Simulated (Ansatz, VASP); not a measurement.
## SnO2: VASP beside Ansatz

File INCAR:

```
PREC = Accurate ; ENCUT = 520
EDIFF = 1E-7 ; ISMEAR = -1
SIGMA = 0.03 ; LREAL = False
LASPH = True ; NELM = 60
ALGO = Normal ; ISIF = 2
LWAVE = False ; LCHARG = False
GGA = PE ; NBANDS = 35
```

KPOINTS

```
Automatic mesh
0
Gamma
  4 4 6
```

Contents of POSCAR:

```
SnO2
1.0
    4.7530888199      0.0000000000      0.0000000000
    0.0000000000      4.7530888199      0.0000000000
    0.0000000000      0.0000000000      3.1969861243
Sn O
2 4
Direct
    0.0000000000      0.0000000000      0.0000000000
    0.5000000000      0.5000000000      0.5000000000
    0.3056200000      0.3056200000      0.0000000000
    0.1943800000      0.8056200000      0.5000000000
    0.6943800000      0.6943800000      0.0000000000
    0.8056200000      0.1943800000      0.5000000000
```

Input for Ansatz:

```yaml
crystal:
  lattice:
    - [4.7530888199, 0.0, 0.0]
    - [0.0, 4.7530888199, 0.0]
    - [0.0, 0.0, 3.1969861243]
  atoms:
    - { symbol: Sn, position: [0.0, 0.0, 0.0] }
    - { symbol: Sn, position: [0.5, 0.5, 0.5] }
    - { symbol: O, position: [0.30562, 0.30562, 0.0] }
    - { symbol: O, position: [0.19438, 0.80562, 0.5] }
    - { symbol: O, position: [0.69438, 0.69438, 0.0] }
    - { symbol: O, position: [0.80562, 0.19438, 0.5] }
kpoints:
  mp_grid: { grid: [4, 4, 6] }
  band_path:
    path:
      - [0.0, 0.0, 0.0]
      - [0.0, 0.5, 0.0]
      - [0.5, 0.5, 0.0]
      - [0.0, 0.0, 0.0]
      - [0.0, 0.0, 0.5]
      - [0.0, 0.5, 0.5]
      - [0.5, 0.5, 0.5]
      - [0.0, 0.0, 0.5]
      - [0.0, 0.5, 0.0]
    npoints: 5
scf:
  occupations: { method: fermi_dirac, width: 0.03 }
hamiltonian:
  xc: pbe
  pseudopotentials: { kind: all_electron, lapw: { basis_error: 0.001 } }
output:
  forces: true
  stress: true
  eigenvalues: true
```

Change from the starting cell: volume scaled by 1.01.

Alike in both runs: task single point; functional PBE; k mesh 4 × 4 × 6; occupations fermi-dirac, width 0.03 eV; no spin polarisation.

|  | VASP | Ansatz |
| --- | --- | --- |
| version | VASP 6.6.1 | Ansatz 0.2.0 |
| potentials or method | VASP PAW PBE potentials, release 64 (Sn_d, O), cutoff 520 eV | all-electron LAPW, scalar-relativistic |

|  | VASP | Ansatz | Ansatz less VASP |
| --- | --- | --- | --- |
| gap on the k mesh at the Fermi level (eV) | 1.13 | 1.14 | +0.014 |
| pressure (GPa) | 9.2 | 8.5 | -0.74 |
| traceless stress, the component that is largest in VASP (GPa) | 1.33 | 1.12 | -0.214 |
| rms of the force components (eV/Å) | 0.008 | 0.000 | -0.0079 |

Atom by atom the forces differ by 0.008 eV/Å (rms over components). Ansatz ran all-electron here, and VASP with PAW potentials.
